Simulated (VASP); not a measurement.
# GaGe3 (Fm-3m) in VASP: further runs

Runs on GaGe3. Level: PBEsol. Tasks: relaxation of cell and atoms, single point.

Everything below comes from runs of VASP 6.6.1. Logs are shortened: lines on timing, memory, paths and dates and some standing lists are left out, and cuts for length are marked.

### Step 1. The cell of the first run

It takes space group Fm-3m (No. 225, cubic). Conventional cell: a = 6.774 Å, b = 6.774 Å, c = 6.774 Å, α = 90.00°, β = 90.00°, γ = 90.00°. Within 3.9 Å of Ge (site symmetry m-3m) lie 8 Ge at 2.93 Å and 6 Ga at 3.39 Å. Ge (site symmetry -43m) has 10 Ge at 2.93 to 3.39 Å and 4 Ga at 2.93 Å within 3.9 Å. Ga (site symmetry m-3m) has 14 Ge at 2.93 to 3.39 Å within 3.9 Å.

### Step 2. Relaxation of cell and atoms, PBEsol, target pressure 20 GPa, at which the enthalpy is minimised

The input, INCAR:

```
ALGO = Normal
EDIFF = 1E-7
EDIFFG = -0.01
ENCUT = 600
GGA = PS
IBRION = 2
ISIF = 3
ISMEAR = -1
LASPH = T
LCHARG = F
LREAL = F
LWAVE = F
NELM = 80
NSW = 60
PREC = Accurate
PSTRESS = 200.0
SIGMA = 0.05
```

The input, KPOINTS:

```
k-points
0
Gamma
  7 7 7
```

The input, POSCAR:

```
GaGe3
1.0
    0.0000000000      3.3871670000      3.3871670000
    3.3871670000      0.0000000000      3.3871670000
    3.3871670000      3.3871670000      0.0000000000
Ge Ga
3 1
Direct
    0.5000000000      0.5000000000      0.5000000000
    0.7500000000      0.7500000000      0.7500000000
    0.2500000000      0.2500000000      0.2500000000
    0.0000000000      0.0000000000      0.0000000000
```

Potentials or basis: VASP PAW PBE potentials, release 64 (Ge_d, Ga_d).

On the command line:

```sh
> cat potpaw_PBE.64/Ge_d/POTCAR potpaw_PBE.64/Ga_d/POTCAR > POTCAR
> mpirun -np 1 vasp_std > vasp.out
```

OUTCAR:

```text
EDIFF = 1E-7
   EDIFFG = -0.01
   ENCUT = 600
   GGA = PS
   IBRION = 2
   ISIF = 3
   ISMEAR = -1
   LASPH = T
   LREAL = F
   NELM = 80
   NSW = 60
   PREC = Accurate
   PSTRESS = 200.0

 ion  position               nearest neighbor table
   1  0.500  0.500  0.500-
   2  0.750  0.750  0.750-
   3  0.250  0.250  0.250-
   4  0.000  0.000  0.000-

  LATTYP: Found a face centered cubic cell.
 ALAT       =     6.7743340000

  Lattice vectors:

 A1 = (   0.0000000000,   3.3871670000,   3.3871670000)
 A2 = (   3.3871670000,   0.0000000000,   3.3871670000)
 A3 = (   3.3871670000,   3.3871670000,   0.0000000000)

Analysis of symmetry for initial positions (statically):
=====================================================================
 Subroutine PRICEL returns:
 Original cell was already a primitive cell.

 Routine SETGRP: Setting up the symmetry group for a
 face centered cubic supercell.

 Subroutine GETGRP returns: Found 48 space group operations
 (whereof 48 operations were pure point group operations)
 out of a pool of 48 trial point group operations.

The static configuration has the point symmetry O_h .

Analysis of symmetry for dynamics (positions and initial velocities):
=====================================================================
 Subroutine PRICEL returns:
 Original cell was already a primitive cell.

 Routine SETGRP: Setting up the symmetry group for a
 face centered cubic supercell.

 Subroutine GETGRP returns: Found 48 space group operations
 (whereof 48 operations were pure point group operations)
 out of a pool of 48 trial point group operations.

The dynamic configuration has the point symmetry O_h .

 Subroutine INISYM returns: Found 48 space group operations
 (whereof 48 operations are pure point group operations),
 and found     1 'primitive' translations

----------------------------------------------------------------------------------------

                                     Primitive cell

  volume of cell :      77.7213

  direct lattice vectors                    reciprocal lattice vectors
     0.000000000  3.387167000  3.387167000    -0.147615987  0.147615987  0.147615987
     3.387167000  0.000000000  3.387167000     0.147615987 -0.147615987  0.147615987
     3.387167000  3.387167000  0.000000000     0.147615987  0.147615987 -0.147615987

  length of vectors
     4.790177509  4.790177509  4.790177509     0.255678390  0.255678390  0.255678390

  position of ions in fractional coordinates (direct lattice)
     0.500000000  0.500000000  0.500000000
     0.750000000  0.750000000  0.750000000
     0.250000000  0.250000000  0.250000000
     0.000000000  0.000000000  0.000000000

  ion indices of the primitive-cell ions
   primitive index   ion index
                 1           1
                 2           2
                 3           3
                 4           4

----------------------------------------------------------------------------------------

 KPOINTS: k-points

Automatic generation of k-mesh.
 Grid dimensions read from file:
 generate k-points for:    7    7    7

 Generating k-lattice:

  Cartesian coordinates                     Fractional coordinates (reciprocal lattice)
    -0.021087998  0.021087998  0.021087998     0.142857143  0.000000000  0.000000000
     0.021087998 -0.021087998  0.021087998     0.000000000  0.142857143  0.000000000
     0.021087998  0.021087998 -0.021087998     0.000000000  0.000000000  0.142857143

  Length of vectors
     0.036525484  0.036525484  0.036525484

  Shift w.r.t. Gamma in fractional coordinates (k-lattice)
     0.000000000  0.000000000  0.000000000

 Subroutine IBZKPT returns following result:
 ===========================================

 Found     20 irreducible k-points:

 Following reciprocal coordinates:
            Coordinates               Weight
  0.000000  0.000000  0.000000      1.000000
  0.142857  0.000000  0.000000      8.000000
  0.285714  0.000000  0.000000      8.000000
  0.428571  0.000000  0.000000      8.000000
  0.142857  0.142857  0.000000      6.000000
  0.285714  0.142857  0.000000     24.000000
[... 12 lines left out ...]
 -0.428571  0.428571  0.142857     24.000000
 -0.285714  0.428571  0.142857     24.000000
   k-points           NKPTS =     20   k-points in BZ     NKDIM =     20   number of bands    NBANDS=     33
   number of dos      NEDOS =    301   number of ions     NIONS =      4
   total plane-waves  NPLWV =  64000
   dimension x,y,z NGX =    40 NGY =   40 NGZ =   40
   dimension x,y,z NGXF=    80 NGYF=   80 NGZF=   80
   ions per type =               3   1
   NGX,Y,Z   is equivalent  to a cutoff of  13.88, 13.88, 13.88 a.u.
   NGXF,Y,Z  is equivalent  to a cutoff of  27.76, 27.76, 27.76 a.u.
 SYSTEM =  unknown system
   PREC   = accura    normal or accurate (medium, high low for compatibility)
   ISTART =      0    job   : 0-new  1-cont  2-samecut
   ICHARG =      2    charge: 1-file 2-atom 10-const
   ISPIN  =      1    spin polarized calculation?
   LNONCOLLINEAR =      F non collinear calculations
   LSORBIT =      F    spin-orbit coupling
   LASPH  =      T    aspherical Exc in radial PAW
   ENCUT  =  600.0 eV  44.10 Ry    6.64 a.u.   9.57  9.57  9.57*2*pi/ulx,y,z
   NELM   =     80;   NELMIN=  2; NELMDL= -5     # of ELM steps
   EDIFF  = 0.1E-06   stopping-criterion for ELM
   LREAL  =      F    real-space projection
   EDIFFG = -.1E-01   stopping-criterion for IOM
   NSW    =     60    number of steps for IOM
   IBRION =      2    ionic relax: 0-MD 1-quasi-New 2-CG
   NFREE  =      1    steps in history (QN), initial steepest desc. (CG)
   ISIF   =      3    stress and relaxation
   ISYM   =      2    0-nonsym 1-usesym 2-fastsym
   POTIM  = 0.5000    time-step for ionic-motion
   TEBEG  =    0.0;   TEEND  =   0.0 temperature during run
   PSTRESS=  200.0 pullay stress
   NELECT =      55.0000    total number of electrons
   NUPDOWN=      -1.0000    fix difference up-down
   EMIN   =  10.00;   EMAX   =-10.00  energy-range for DOS
   EFERMI =   0.00;   METHOD = LEGACY
   ISMEAR =    -1;   SIGMA  =   0.05  broadening in eV -4-tet -1-fermi 0-gaus
   EFERMI_NEDOS =   21; number of points for ismear=-14 and -15
   IALGO  =     38    algorithm
   IMIX   =      4    mixing-type and parameters
     AMIX     =   0.40;   BMIX     =  1.00
     AMIX_MAG =   1.60;   BMIX_MAG =  1.00
  volume/ion in A,a.u.               =      19.43       131.12
  Fermi-wavevector in a.u.,A,eV,Ry     =   1.458867  2.756859 28.957195  2.128294
  Thomas-Fermi vector in A             =   2.575501
   LORBIT       =      0    0 simple, 1 ext, 2 COOP (PROOUT), +10 PAW based schemes
   GGA     = PS    functional components
   LHFCALC =     F    Hartree Fock is set to
   AEXX    =    0.0000 exact exchange contribution
   IVDW    =     0    specifies the selected vdW correction
   LEPSILON=     F    determine dielectric tensor
   LRPA    =     F    only Hartree local field effects (RPA)
 conjugate gradient relaxation of ions
 non-spin polarized calculation
  energy-cutoff  :      600.00
  volume of cell :       77.72
 maximum number of plane-waves:      2637
 NGX is ok and might be reduce to    40
   NGX = 19   NGY = 19   NGZ = 19

--------------------------------------- Ionic step        1  -------------------------------------------

 number of electron      55.0000036 magnetization

 Free energy of the ion-electron system (eV)
  ---------------------------------------------------
  ext. energy  EPLUGINS =         0.00000000
  ---------------------------------------------------
  free energy    TOTEN  =       -17.33199565 eV

  energy without entropy =      -17.32254281  energy(sigma->0) =      -17.32726923

------------------------ aborting loop because EDIFF is reached ----------------------------------------

  FORCE on cell =-STRESS in cart. coord.  units (eV):
  Direction    XX          YY          ZZ          XY          YZ          ZX
  --------------------------------------------------------------------------------------
  -------------------------------------------------------------------------------------
  Total       -1.8735208     -1.8735208     -1.8735208      0.0000000     -0.0000000      0.0000000
  in kB      -38.6215120    -38.6215120    -38.6215120      0.0000000     -0.0000000      0.0000000
  external PRESSURE =    -238.6215120 kB  Pullay stress =     200.0000000 kB

 VOLUME and BASIS-vectors are now :
 -----------------------------------------------------------------------------
  energy-cutoff  :      600.00
  volume of cell :       77.72
      direct lattice vectors                 reciprocal lattice vectors
     0.000000000  3.387167000  3.387167000    -0.147615987  0.147615987  0.147615987
     3.387167000  0.000000000  3.387167000     0.147615987 -0.147615987  0.147615987
     3.387167000  3.387167000  0.000000000     0.147615987  0.147615987 -0.147615987

 POSITION                                       TOTAL-FORCE (eV/Angst)
 -----------------------------------------------------------------------------------
      3.38717      3.38717      3.38717        -0.000000      0.000000     -0.000000
      5.08075      5.08075      5.08075        -0.000000     -0.000000     -0.000000
      1.69358      1.69358      1.69358         0.000000      0.000000      0.000000
      0.00000      0.00000      0.00000        -0.000000      0.000000     -0.000000
 -----------------------------------------------------------------------------------
    total drift:                               -0.000000      0.000000      0.000000

  FREE ENERGIE OF THE ION-ELECTRON SYSTEM (eV)
  ---------------------------------------------------
  free  energy   TOTEN  =       -17.3319956507 eV

  energy  without entropy=      -17.3225428101  energy(sigma->0) =      -17.32726923

  enthalpy is  TOTEN    =        -7.6300410630 eV   P V=        9.7019545877

--------------------------------------- Ionic step        2  -------------------------------------------

 number of electron      55.0000003 magnetization

 E-fermi :  11.5273     XC(G=0): -13.6727

 val. band max:       11.5235469929   @ k =  -0.4286   0.4286   0.1429
 cond. band min:      11.5329392337   @ k =   0.1429   0.1429   0.0000
 fundamental gap:      0.0093922408
 Fermi energy:        11.5272788630

 k-point     1 :       0.0000    0.0000    0.0000
  band No.  band energies     occupation
      1     -13.4674      2.00000
      2     -13.4674      2.00000
      3     -13.4275      2.00000
      4     -13.4275      2.00000
      5     -13.4275      2.00000
      6     -13.3233      2.00000
[... 25 lines left out ...]
     32      11.4928      1.33177
     33      14.3130      0.00000
[... 864 lines left out ...]
 POSITION                                       TOTAL-FORCE (eV/Angst)
 -----------------------------------------------------------------------------------
      3.12879      3.12879      3.12879        -0.000000     -0.000000     -0.000000
      4.69318      4.69318      4.69318        -0.000000     -0.000000     -0.000000
      1.56439      1.56439      1.56439         0.000000      0.000000      0.000000
      6.25758      3.12879      3.12879        -0.000000     -0.000000     -0.000000
 -----------------------------------------------------------------------------------
    total drift:                               -0.000000      0.000000      0.000000

  FREE ENERGIE OF THE ION-ELECTRON SYSTEM (eV)
  ---------------------------------------------------
  free  energy   TOTEN  =       -16.7700080172 eV

  energy  without entropy=      -16.7509390327  energy(sigma->0) =      -16.76047352

  enthalpy is  TOTEN    =        -9.1232344677 eV   P V=        7.6467735495

--------------------------------------- Ionic step        7  -------------------------------------------

 number of electron      55.0000000 magnetization

 Free energy of the ion-electron system (eV)
  ---------------------------------------------------
  ext. energy  EPLUGINS =         0.00000000
  ---------------------------------------------------
  free energy    TOTEN  =       -16.74654443 eV

  energy without entropy =      -16.72721896  energy(sigma->0) =      -16.73688169

 E-fermi :   8.5313     XC(G=0): -12.4750

 val. band max:        8.5099517426   @ k =   0.1429   0.0000   0.0000
 cond. band min:       8.5669096272   @ k =   0.2857   0.1429   0.0000
 fundamental gap:      0.0569578846
 Fermi energy:         8.5312808720

 k-point     1 :       0.0000    0.0000    0.0000
  band No.  band energies     occupation
      1     -16.0413      2.00000
      2     -16.0413      2.00000
      3     -16.0216      2.00000
      4     -16.0216      2.00000
      5     -16.0216      2.00000
      6     -15.9772      2.00000
[... 25 lines left out ...]
     32       8.7959      0.01000
     33       9.3355      0.00000
[... 695 lines left out ...]
 VOLUME and BASIS-vectors are now :
 -----------------------------------------------------------------------------
  energy-cutoff  :      600.00
  volume of cell :       61.07
      direct lattice vectors                 reciprocal lattice vectors
    -0.000000000  3.125545652  3.125545652    -0.159972068  0.159972068  0.159972068
     3.125545652  0.000000000  3.125545652     0.159972068 -0.159972068  0.159972068
     3.125545652  3.125545652  0.000000000     0.159972068  0.159972068 -0.159972068

 POSITION                                       TOTAL-FORCE (eV/Angst)
 -----------------------------------------------------------------------------------
      3.12555      3.12555      3.12555        -0.000000     -0.000000     -0.000000
      4.68832      4.68832      4.68832        -0.000000     -0.000000     -0.000000
      1.56277      1.56277      1.56277         0.000000      0.000000      0.000000
     -0.00000      0.00000      0.00000         0.000000     -0.000000     -0.000000
 -----------------------------------------------------------------------------------
    total drift:                               -0.000000      0.000000      0.000000

  FREE ENERGIE OF THE ION-ELECTRON SYSTEM (eV)
  ---------------------------------------------------
  free  energy   TOTEN  =       -16.7465444261 eV

  energy  without entropy=      -16.7272189592  energy(sigma->0) =      -16.73688169

  enthalpy is  TOTEN    =        -9.1235263644 eV   P V=        7.6230180617

 reached required accuracy - stopping structural energy minimisation
```

Run time: 12 min. Hardware: 1 thread of Intel Xeon 8259CL, shared host; peak memory 0.29 GiB.

Results:

```
Free energy                                                : -16.7465 eV
Relaxed volume                                             : 15.27 Å³/atom
Relaxed cell                                               : a = 4.420 Å, b = 4.420 Å, c = 4.420 Å, α = 60.00°, β = 60.00°, γ = 60.00°
Space group after relaxing (to 0.1 Å)                      : Fm-3m (No. 225)
Energy change on relaxing (the run minimises the enthalpy) : +146.4 meV/atom
Ionic steps                                                : 7
Pressure after relaxing                                    : 20.0 GPa
Band gap on the k mesh                                     : zero (an odd number of electrons rules out a gap without spin polarisation)
```

Step by step:
```csv
step,energy change (eV),largest force (eV/Å),pressure (GPa),volume (Å³)
1,0.0000,0.0000,-3.86,77.72
2,3.4830,0.0000,67.93,49.50
3,0.5258,0.0000,18.76,61.56
4,0.5741,0.0000,19.78,61.16
5,0.6124,0.0000,20.53,60.85
6,0.5620,0.0000,19.49,61.26
7,0.5855,0.0000,19.99,61.07
```

Final structure:
```xyz
4
Lattice="0.0000 3.1255 3.1255 3.1255 0.0000 3.1255 3.1255 3.1255 0.0000" Properties=species:S:1:pos:R:3 pbc="T T T"
Ge    3.1255    3.1255    3.1255
Ge    4.6883    4.6883    4.6883
Ge    1.5628    1.5628    1.5628
Ga    0.0000    0.0000    0.0000
```

Caveat: the cell is relaxed towards a set pressure, so the run minimises the enthalpy, not the energy; the volume moved by over 15 % at a fixed basis, so the end points are rough; the PAW data sets were made with another functional, which shifts forces and pressure a little.

(Continued in part 2 of 2.)
